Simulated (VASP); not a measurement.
Runs of VASP 6.6.1 on Ru. The structure is that of space group Pm-3m (No. 221), or close to it. The cells are those of the table. This isn't the form of Ru at room conditions, which is hcp.

| task | cell | k mesh | gap on the mesh (eV) | pressure (GPa) |
| --- | --- | --- | --- | --- |
| single point | a = 2.524 Å, 1 atom | 14 × 14 × 14 | none | (a) |
| relaxation of cell and atoms | relaxed from a = 2.446 Å, 1 atom | 13 × 13 × 13 | none | -0.1 |
| single point | a = 2.423 Å, 1 atom | 14 × 14 × 14 | none | 24.8 |
| single point | a = 2.491 Å, 1 atom | 14 × 14 × 14 | none | 0.4 |

Alike in all rows: level r2SCAN; potentials or basis VASP PAW PBE potentials, release 64 (Ru_sv); no spin polarisation; cutoff (eV) 620; smearing fermi-dirac 0.1 eV.

Problem. Estimate the missing entries.

Solution. (a) -8.2.

Caveats: the PAW data sets were made with another functional, which shifts forces and pressure a little; the cell stands under tension (at least some runs); the cell stands under pressure (at least some runs).

A k mesh can miss the band edges, and the runs leave out spin-orbit coupling on Ru.

A gap of «none» marks levels without a gap at the run's occupations.
